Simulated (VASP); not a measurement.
# W (P6_3/mmc) in VASP: notebook, part 2 of 2

VASP 6.6.1. Earlier steps stand in the parts before.

**3. Single point, LDA (13.84 Å³/atom)**

This run uses another cell than the first one, of 13.84 Å³/atom.

Contents of INCAR:

```
SYSTEM = W
ALGO = Normal
EDIFF = 1E-7
ENCUT = 520
GGA = CA
ISIF = 2
ISMEAR = -1
LASPH = .True.
LCHARG = .False.
LREAL = .False.
LWAVE = .False.
NBANDS = 36
NELM = 60
PREC = Accurate
SIGMA = 0.1
```

Contents of KPOINTS:

```
k-points
0
Gamma
  15 15 4
  0 0 0
```

Contents of POSCAR:

```
W
1.0
    2.6309188018      0.0000000000      0.0000000000
   -1.3154594009      2.2784425177      0.0000000000
    0.0000000000      0.0000000000      9.2345930310
W
4
Direct
    1.0000000000      1.0000000000      0.0000000000
    1.0000000000      0.0000000000      0.5000000000
    0.3333333333      0.6666666667      0.2500000000
    0.6666666667      0.3333333333      0.7500000000
```

Potentials or basis: VASP PAW LDA potentials, release 64 (W_sv).

Started as:

```
$ cat potpaw_LDA.64/W_sv/POTCAR > POTCAR
$ mpirun -np 1 vasp_std > vasp.out
```

OUTCAR:

```text
SYSTEM = W
   EDIFF = 1E-7
   ENCUT = 520
   GGA = CA
   ISIF = 2
   ISMEAR = -1
   LASPH = .True.
   LREAL = .False.
   NELM = 60
   PREC = Accurate

 ion  position               nearest neighbor table
   1  0.000  0.000  0.000-   3 2.76   4 2.76   4 2.76   3 2.76   4 2.76   3 2.76
   2  0.000  0.000  0.500-   3 2.76   4 2.76   4 2.76   3 2.76   4 2.76   3 2.76
   3  0.333  0.667  0.250-   1 2.76   2 2.76   1 2.76   2 2.76   1 2.76   2 2.76
   4  0.667  0.333  0.750-   1 2.76   2 2.76   1 2.76   2 2.76   1 2.76   2 2.76

  LATTYP: Found a hexagonal cell.
 ALAT       =     2.6309188018
 C/A-ratio  =     3.5100258604

  Lattice vectors:

 A1 = (   2.6309188018,   0.0000000000,   0.0000000000)
 A2 = (  -1.3154594009,   2.2784425177,   0.0000000000)
 A3 = (   0.0000000000,   0.0000000000,   9.2345930310)

Analysis of symmetry for initial positions (statically):
=====================================================================
 Subroutine PRICEL returns:
 Original cell was already a primitive cell.

 Routine SETGRP: Setting up the symmetry group for a
[... 172 lines left out ...]
  energy without entropy =      -53.20973894  energy(sigma->0) =      -53.26805667

 E-fermi :  13.0267     XC(G=0): -14.5884

 val. band max:       13.0229865893   @ k =   0.3333   0.2000   0.2500
 cond. band min:      13.0280867128   @ k =   0.1333   0.0000   0.5000
 fundamental gap:      0.0051001235
 Fermi energy:        13.0267163779

 k-point     1 :       0.0000    0.0000    0.0000
  band No.  band energies     occupation
      1     -60.1022      2.00000
      2     -60.0374      2.00000
      3     -59.9898      2.00000
      4     -59.9239      2.00000
      5     -25.5856      2.00000
      6     -24.7817      2.00000
[... 925 lines left out ...]
     35      18.6863      0.00000
     36      18.9184      0.00000

 [... further k-points ...]

------------------------ aborting loop because EDIFF is reached ----------------------------------------

  FORCE on cell =-STRESS in cart. coord.  units (eV):
  Direction    XX          YY          ZZ          XY          YZ          ZX
  --------------------------------------------------------------------------------------
  -------------------------------------------------------------------------------------
  Total       19.9740687     19.9740687     16.2432207      0.0000000      0.0000000      0.0000000
  in kB      578.1144697    578.1144697    470.1316019      0.0000000      0.0000000      0.0000000
  external PRESSURE =     542.1201804 kB  Pullay stress =       0.0000000 kB

 VOLUME and BASIS-vectors are now :
 -----------------------------------------------------------------------------
  energy-cutoff  :      520.00
  volume of cell :       55.36
      direct lattice vectors                 reciprocal lattice vectors
     2.630918802  0.000000000  0.000000000     0.380095349  0.219448152  0.000000000
    -1.315459401  2.278442518  0.000000000     0.000000000  0.438896304  0.000000000
     0.000000000  0.000000000  9.234593031     0.000000000  0.000000000  0.108288475

 POSITION                                       TOTAL-FORCE (eV/Angst)
 -----------------------------------------------------------------------------------
      0.00000      0.00000      0.00000         0.000000      0.000000     -0.000000
      0.00000      0.00000      4.61730         0.000000      0.000000     -0.000000
     -0.00000      1.51896      2.30865         0.000000      0.000000      0.000000
      1.31546      0.75948      6.92594        -0.000000      0.000000      0.000000
 -----------------------------------------------------------------------------------
    total drift:                                0.000000     -0.000000      0.000000

  FREE ENERGIE OF THE ION-ELECTRON SYSTEM (eV)
  ---------------------------------------------------
  free  energy   TOTEN  =       -53.3263744020 eV

  energy  without entropy=      -53.2097389416  energy(sigma->0) =      -53.26805667
```

OSZICAR:

```text
N       E                     dE             d eps       ncg     rms          rms(c)
DAV:   1     0.698634684284E+03    0.69863E+03   -0.31458E+04  5832   0.187E+03
DAV:   2    -0.174229957641E+02   -0.71606E+03   -0.70113E+03  6052   0.587E+02
DAV:   3    -0.544482559693E+02   -0.37025E+02   -0.35532E+02  6820   0.127E+02
DAV:   4    -0.554097246013E+02   -0.96147E+00   -0.94071E+00  6800   0.181E+01
DAV:   5    -0.554243104392E+02   -0.14586E-01   -0.14487E-01  6552   0.225E+00    0.530E+01
DAV:   6    -0.538299016150E+02    0.15944E+01   -0.17412E+00  6436   0.992E+00    0.239E+01
DAV:   7    -0.533428045440E+02    0.48710E+00   -0.11908E+00  6476   0.746E+00    0.771E-01
DAV:   8    -0.533314749863E+02    0.11330E-01   -0.51973E-02  6796   0.233E+00    0.452E-01
DAV:   9    -0.533263840257E+02    0.50910E-02   -0.19988E-02  6760   0.143E+00    0.750E-02
DAV:  10    -0.533263657673E+02    0.18258E-04   -0.79268E-04  6624   0.266E-01    0.356E-02
DAV:  11    -0.533263699291E+02   -0.41618E-05   -0.45969E-05  6564   0.522E-02    0.291E-02
DAV:  12    -0.533263743174E+02   -0.43883E-05   -0.13985E-05  6632   0.303E-02    0.750E-03
DAV:  13    -0.533263743851E+02   -0.67645E-07   -0.10735E-06  6380   0.960E-03    0.198E-03
DAV:  14    -0.533263744020E+02   -0.16881E-07   -0.68283E-08  3352   0.232E-03
   1 F= -.53326374E+02 E0= -.53268057E+02  d E =-.116635E+00
```

Run time: 57 s. Hardware: 1 thread of Intel Xeon 6975P-C (Granite Rapids), shared host; peak memory 0.23 GiB.

Results:

| Item | Value |
| --- | --- |
| Free energy | -53.3264 eV |
| Pressure | 54.2 GPa |
| Band gap on the k mesh | zero (bands 28 and 29 overlap by 2.59 eV) |

Caveat: the cell stands under pressure; spin-orbit coupling is left out, which moves the levels of the heavy elements.
